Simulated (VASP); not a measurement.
# KF (Carobbiite) (Fm-3m) in VASP: a series of runs, part 3 of 3

VASP 6.6.1. Earlier steps stand in the parts before.

## (5) Single point, PBE

This run uses another cell than the first one, of 19.65 Å³/atom, 1.096 times its volume.

INCAR

```
SYSTEM = KF
PREC = Accurate
ENCUT = 600
EDIFF = 1E-6
ISMEAR = 0
SIGMA = 0.01
LREAL = .False.
LASPH = .True.
NELM = 120
ALGO = Normal
ISIF = 2
LWAVE = .False.
LCHARG = .True.
GGA = PE
LELF = .True.
LVHAR = .True.
NBANDS = 15
GGA_COMPAT = .False.
```

KPOINTS

```
Automatic mesh
0
Gamma
  6 6 6
  0 0 0
```

POSCAR

```
KF
1.0
    0.0000000000      2.6983056809      2.6983056809
    2.6983056809      0.0000000000      2.6983056809
    2.6983056809      2.6983056809      0.0000000000
K F
1 1
Direct
    0.0000000000      0.0000000000      0.0000000000
    0.5000000000      0.5000000000      0.5000000000
```

Potentials or basis: VASP PAW PBE potentials, release 64 (K_sv, F).

Run with:

```bash
$ cat potpaw_PBE.64/K_sv/POTCAR potpaw_PBE.64/F/POTCAR > POTCAR
$ mpirun -np 1 vasp_std > vasp.out
```

OUTCAR:

```text
SYSTEM = KF
   PREC = Accurate
   ENCUT = 600
   EDIFF = 1E-6
   ISMEAR = 0
   LREAL = .False.
   LASPH = .True.
   NELM = 120
   ISIF = 2
   GGA = PE

 ion  position               nearest neighbor table
   1  0.000  0.000  0.000-   2 2.70   2 2.70   2 2.70   2 2.70   2 2.70   2 2.70
   2  0.500  0.500  0.500-   1 2.70   1 2.70   1 2.70   1 2.70   1 2.70   1 2.70

  LATTYP: Found a face centered cubic cell.
 ALAT       =     5.3966113618

  Lattice vectors:

 A1 = (   0.0000000000,   2.6983056809,   2.6983056809)
 A2 = (   2.6983056809,   0.0000000000,   2.6983056809)
 A3 = (   2.6983056809,   2.6983056809,   0.0000000000)

Analysis of symmetry for initial positions (statically):
=====================================================================
 Subroutine PRICEL returns:
 Original cell was already a primitive cell.

 Routine SETGRP: Setting up the symmetry group for a
 face centered cubic supercell.

 Subroutine GETGRP returns: Found 48 space group operations
 (whereof 48 operations were pure point group operations)
 out of a pool of 48 trial point group operations.

The static configuration has the point symmetry O_h .

Analysis of symmetry for dynamics (positions and initial velocities):
=====================================================================
 Subroutine PRICEL returns:
 Original cell was already a primitive cell.

 Routine SETGRP: Setting up the symmetry group for a
 face centered cubic supercell.

 Subroutine GETGRP returns: Found 48 space group operations
 (whereof 48 operations were pure point group operations)
 out of a pool of 48 trial point group operations.

The dynamic configuration has the point symmetry O_h .

 Subroutine INISYM returns: Found 48 space group operations
 (whereof 48 operations are pure point group operations),
 and found     1 'primitive' translations

----------------------------------------------------------------------------------------

                                     Primitive cell

  volume of cell :      39.2919

  direct lattice vectors                    reciprocal lattice vectors
     0.000000000  2.698305681  2.698305681    -0.185301467  0.185301467  0.185301467
     2.698305681  0.000000000  2.698305681     0.185301467 -0.185301467  0.185301467
     2.698305681  2.698305681  0.000000000     0.185301467  0.185301467 -0.185301467

  length of vectors
     3.815980489  3.815980489  3.815980489     0.320951555  0.320951555  0.320951555

  position of ions in fractional coordinates (direct lattice)
     0.000000000  0.000000000  0.000000000
     0.500000000  0.500000000  0.500000000

  ion indices of the primitive-cell ions
   primitive index   ion index
                 1           1
                 2           2

----------------------------------------------------------------------------------------

 KPOINTS: Automatic mesh

Automatic generation of k-mesh.
 Grid dimensions read from file:
 generate k-points for:    6    6    6

 Generating k-lattice:

  Cartesian coordinates                     Fractional coordinates (reciprocal lattice)
    -0.030883578  0.030883578  0.030883578     0.166666667  0.000000000  0.000000000
     0.030883578 -0.030883578  0.030883578     0.000000000  0.166666667  0.000000000
     0.030883578  0.030883578 -0.030883578     0.000000000  0.000000000  0.166666667

  Length of vectors
     0.053491926  0.053491926  0.053491926

[... 28 lines left out ...]
   total plane-waves  NPLWV =  27000
   dimension x,y,z NGX =    30 NGY =   30 NGZ =   30
   dimension x,y,z NGXF=    60 NGYF=   60 NGZF=   60
   ions per type =               1   1
   NGX,Y,Z   is equivalent  to a cutoff of  13.07, 13.07, 13.07 a.u.
   NGXF,Y,Z  is equivalent  to a cutoff of  26.14, 26.14, 26.14 a.u.
 SYSTEM =  KF
   PREC   = accura    normal or accurate (medium, high low for compatibility)
   ISTART =      0    job   : 0-new  1-cont  2-samecut
   ICHARG =      2    charge: 1-file 2-atom 10-const
   ISPIN  =      1    spin polarized calculation?
   LNONCOLLINEAR =      F non collinear calculations
   LSORBIT =      F    spin-orbit coupling
   LASPH  =      T    aspherical Exc in radial PAW
   ENCUT  =  600.0 eV  44.10 Ry    6.64 a.u.   7.62  7.62  7.62*2*pi/ulx,y,z
   NELM   =    120;   NELMIN=  2; NELMDL= -5     # of ELM steps
   EDIFF  = 0.1E-05   stopping-criterion for ELM
   LREAL  =      F    real-space projection
   EDIFFG = 0.1E-04   stopping-criterion for IOM
   NSW    =      0    number of steps for IOM
   IBRION =     -1    ionic relax: 0-MD 1-quasi-New 2-CG
   NFREE  =      0    steps in history (QN), initial steepest desc. (CG)
   ISIF   =      2    stress and relaxation
   ISYM   =      2    0-nonsym 1-usesym 2-fastsym
   POTIM  = 0.5000    time-step for ionic-motion
   TEBEG  =    0.0;   TEEND  =   0.0 temperature during run
   PSTRESS=    0.0 pullay stress
   NELECT =      16.0000    total number of electrons
   NUPDOWN=      -1.0000    fix difference up-down
   EMIN   =  10.00;   EMAX   =-10.00  energy-range for DOS
   EFERMI =   0.00;   METHOD = LEGACY
   ISMEAR =     0;   SIGMA  =   0.01  broadening in eV -4-tet -1-fermi 0-gaus
   EFERMI_NEDOS =   21; number of points for ismear=-14 and -15
   IALGO  =     38    algorithm
   IMIX   =      4    mixing-type and parameters
     AMIX     =   0.40;   BMIX     =  1.00
     AMIX_MAG =   1.60;   BMIX_MAG =  1.00
  volume/ion in A,a.u.               =      19.65       132.58
  Fermi-wavevector in a.u.,A,eV,Ry     =   1.213427  2.293045 20.033290  1.472405
  Thomas-Fermi vector in A             =   2.348879
   LORBIT       =      0    0 simple, 1 ext, 2 COOP (PROOUT), +10 PAW based schemes
   GGA     = PE    functional components
   LHFCALC =     F    Hartree Fock is set to
   AEXX    =    0.0000 exact exchange contribution
   IVDW    =     0    specifies the selected vdW correction
   LEPSILON=     F    determine dielectric tensor
   LRPA    =     F    only Hartree local field effects (RPA)
 non-spin polarized calculation
 Gauss-broadening in eV      SIGMA  =   0.01
  energy-cutoff  :      600.00
  volume of cell :       39.29
 maximum number of plane-waves:      1363
   NGX = 15   NGY = 15   NGZ = 15

 number of electron      15.9999992 magnetization

 Free energy of the ion-electron system (eV)
  ---------------------------------------------------
  ext. energy  EPLUGINS =         0.00000000
  ---------------------------------------------------
  free energy    TOTEN  =        -8.29978185 eV

  energy without entropy =       -8.29978185  energy(sigma->0) =       -8.29978185

 E-fermi :  -2.7333     XC(G=0):  -8.2705

 val. band max:       -2.8837009327   @ k =   0.0000   0.0000   0.0000
 cond. band min:       3.1316252018   @ k =   0.0000   0.0000   0.0000
 fundamental gap:      6.0153261345
 Fermi energy:        -2.7333071900

 k-point     1 :       0.0000    0.0000    0.0000
  band No.  band energies     occupation
      1     -29.1024      2.00000
      2     -21.5247      2.00000
      3     -12.3739      2.00000
      4     -12.3739      2.00000
      5     -12.3739      2.00000
      6      -2.8837      2.00000
      7      -2.8837      2.00000
      8      -2.8837      2.00000
      9       3.1316      0.00000
     10       7.7144      0.00000
     11       7.7144      0.00000
     12       7.7144      0.00000
     13       9.3473      0.00000
     14       9.3473      0.00000
[... 257 lines left out ...]
      2     -21.5506      2.00000
      3     -12.8027      2.00000
      4     -12.6454      2.00000
      5     -12.4846      2.00000
      6      -3.1872      2.00000
      7      -3.0884      2.00000
      8      -3.0091      2.00000
      9       5.9983      0.00000
     10       7.5893      0.00000
     11       7.8908      0.00000
     12      10.4457      0.00000
     13      11.1691      0.00000
     14      11.8754      0.00000
     15      12.1870      0.00000

------------------------ aborting loop because EDIFF is reached ----------------------------------------

  FORCE on cell =-STRESS in cart. coord.  units (eV):
  Direction    XX          YY          ZZ          XY          YZ          ZX
  --------------------------------------------------------------------------------------
  -------------------------------------------------------------------------------------
  Total        0.0949712      0.0949712      0.0949712      0.0000000     -0.0000000      0.0000000
  in kB        3.8725671      3.8725671      3.8725671      0.0000000     -0.0000000      0.0000000
  external PRESSURE =       3.8725671 kB  Pullay stress =       0.0000000 kB

 VOLUME and BASIS-vectors are now :
 -----------------------------------------------------------------------------
  energy-cutoff  :      600.00
  volume of cell :       39.29
      direct lattice vectors                 reciprocal lattice vectors
     0.000000000  2.698305681  2.698305681    -0.185301467  0.185301467  0.185301467
     2.698305681  0.000000000  2.698305681     0.185301467 -0.185301467  0.185301467
     2.698305681  2.698305681  0.000000000     0.185301467  0.185301467 -0.185301467

 POSITION                                       TOTAL-FORCE (eV/Angst)
 -----------------------------------------------------------------------------------
      0.00000      0.00000      0.00000         0.000000      0.000000      0.000000
      2.69831      2.69831      2.69831        -0.000000     -0.000000     -0.000000
 -----------------------------------------------------------------------------------
    total drift:                                0.000000      0.000000      0.000000

  FREE ENERGIE OF THE ION-ELECTRON SYSTEM (eV)
  ---------------------------------------------------
  free  energy   TOTEN  =        -8.2997818533 eV

  energy  without entropy=       -8.2997818533  energy(sigma->0) =       -8.29978185
```

stdout:

```text
POSCAR found type information on POSCAR K F
 POSCAR found :  2 types and       2 ions
 scaLAPACK will be used
 LDA part: xc-table for (Slater+PW92), standard interpolation
 POSCAR, INCAR and KPOINTS ok, starting setup
 FFT: planning ... GRIDC
 FFT: planning ... GRID_SOFT
 FFT: planning ... GRID
 WAVECAR not read
 entering main loop
```

Run time: 12 s. Hardware: 1 thread of AMD EPYC 7R13 (Zen 3), shared host; peak memory 0.14 GiB.

Results:

```
Free energy            : -8.2998 eV
Pressure               : 0.4 GPa
Band gap on the k mesh : 6.02 eV, direct
```

Levels at points of the mesh, in eV from the valence-band top:
```
           k point  band 4  band 5  band 6  band 7  band 8  band 9  band 10  band 11  band 12  band 13
(0.00, 0.00, 0.00)   -9.49   -9.49    0.00    0.00    0.00    6.02    10.60    10.60    10.60    12.23
(0.50, 0.00, 0.00)   -9.53   -9.53   -0.76   -0.32   -0.32    8.94    10.39    11.93    11.93    14.11
(0.50, 0.50, 0.00)   -9.68   -9.68   -0.23   -0.06   -0.06    8.18    10.14    11.58    13.46    14.05
```

## (6) Single point, PBE

This run uses another cell than the first one, of 20.22 Å³/atom, 1.128 times its volume.

INCAR

```
PREC = Accurate
ENCUT = 600
EDIFF = 1E-6
ISMEAR = 0
SIGMA = 0.01
LREAL = False
LASPH = True
NELM = 120
ALGO = Normal
ISIF = 2
LWAVE = False
LCHARG = False
GGA = PE
NBANDS = 15
GGA_COMPAT = False
```

KPOINTS

```
regular mesh
0
Gamma
  6 6 6
```

POSCAR

```
KF
1.0
    0.0000000000      2.7242525196      2.7242525196
    2.7242525196      0.0000000000      2.7242525196
    2.7242525196      2.7242525196      0.0000000000
K F
1 1
Direct
    0.0000000000      0.0000000000      0.0000000000
    0.5000000000      0.5000000000      0.5000000000
```

Potentials or basis: VASP PAW PBE potentials, release 64 (K_sv, F).

Run with:

```bash
$ cat potpaw_PBE.64/K_sv/POTCAR potpaw_PBE.64/F/POTCAR > POTCAR
$ mpirun -np 1 vasp_std > vasp.out
```

It took 12 s on 1 thread of AMD EPYC 7R13 (Zen 3), shared host; peak memory 0.14 GiB.

The run converged. Its results:

```yaml
Free_energy: -8.3010 eV
Pressure: -0.5 GPa
Band_gap_on_the_k_mesh: 5.87 eV, direct
```

Levels at points of the mesh, in eV from the valence-band top:
| k point | band 5 | band 6 | band 7 | band 8 | band 9 | band 10 | band 11 | band 12 |
| --- | --- | --- | --- | --- | --- | --- | --- | --- |
| (0.00, 0.00, 0.00) | -9.59 | 0.00 | 0.00 | 0.00 | 5.87 | 10.52 | 10.52 | 10.52 |
| (0.50, 0.00, 0.00) | -9.63 | -0.73 | -0.30 | -0.30 | 8.82 | 10.18 | 11.80 | 11.80 |
| (0.50, 0.50, 0.00) | -9.77 | -0.24 | -0.07 | -0.07 | 8.15 | 9.98 | 11.35 | 13.30 |

Expect the measured gap to be larger: semilocal functionals such as PBE lack the derivative discontinuity.

## (7) The runs side by side

```tsv
cell	gap on the mesh (eV)	pressure (GPa)
a = 3.701 Å, angles 60.0°, 2 atoms	6.50	4.0
a = 3.740 Å, angles 60.0°, 2 atoms	6.33	2.6
a = 3.779 Å, angles 60.0°, 2 atoms	6.17	1.4
a = 3.816 Å, angles 60.0°, 2 atoms	6.02	0.4
a = 3.853 Å, angles 60.0°, 2 atoms	5.87	-0.5
```

Alike in all rows: task single point; level PBE; potentials or basis VASP PAW PBE potentials, release 64 (K_sv, F); no spin polarisation; k mesh 6 × 6 × 6; cutoff (eV) 600; smearing gaussian 0.01 eV.

Absolute energies hang on the potentials; compare differences alone.
